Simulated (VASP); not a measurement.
Write the native input for VASP 6.6.1 that does the following.

| Item | Value |
| --- | --- |
| Task | single point |
| Functional | PBEsol |
| Potentials or basis | VASP PAW PBE potentials, release 64 (Mo_sv, S) |
| Cutoff | 520 eV |
| k mesh | 12 × 12 × 2 |
| Occupations | methfessel-paxton, width 0.02 eV |
| Spin | no spin polarisation |
| Dipole correction | no |
| Further INCAR settings | ALGO = Normal; EDIFF = 1e-06; NBANDS = 35 |

The structure of MoS2 lies in POSCAR:

```
MoS2
1.0
    3.1409022007      0.0000000000      0.0000000000
   -1.5704511003      2.7201010966      0.0000000000
    0.0000000000      0.0000000000     21.5684981881
Mo S
2 4
Direct
    0.6666666667      0.3333333333      0.1457622712
    0.3333333333      0.6666666667      0.8542377288
    0.3333333333      0.6666666667      0.2180000601
    0.6666666667      0.3333333333      0.9265416558
    0.3333333333      0.6666666667      0.0734583442
    0.6666666667      0.3333333333      0.7819999399
```

The input as run:

INCAR

```
SYSTEM = MoS2
ALGO = Normal
EDIFF = 1E-6
ENCUT = 520
GGA = PS
ISIF = 2
ISMEAR = 1
LASPH = .True.
LCHARG = .True.
LELF = .True.
LREAL = .False.
LVHAR = .True.
LWAVE = .False.
NBANDS = 35
NELM = 100
PREC = Accurate
SIGMA = 0.02
```

KPOINTS

```
k-points
0
Gamma
  12 12 2
  0 0 0
```

Potentials or basis: VASP PAW PBE potentials, release 64 (Mo_sv, S).

Launch:

```console
$ cat potpaw_PBE.64/Mo_sv/POTCAR potpaw_PBE.64/S/POTCAR > POTCAR
$ mpirun -np 1 vasp_std > vasp.out
```

Results of the run:

- Band gap on the k mesh: 1.39 eV (least direct gap 1.78 eV)

It took 4.3 min on 1 thread of Intel(R) Xeon(R) Platinum 8259CL CPU @ 2.50GHz (Skylake/Cascade Lake), on a shared host, peak memory 0.39 GiB.
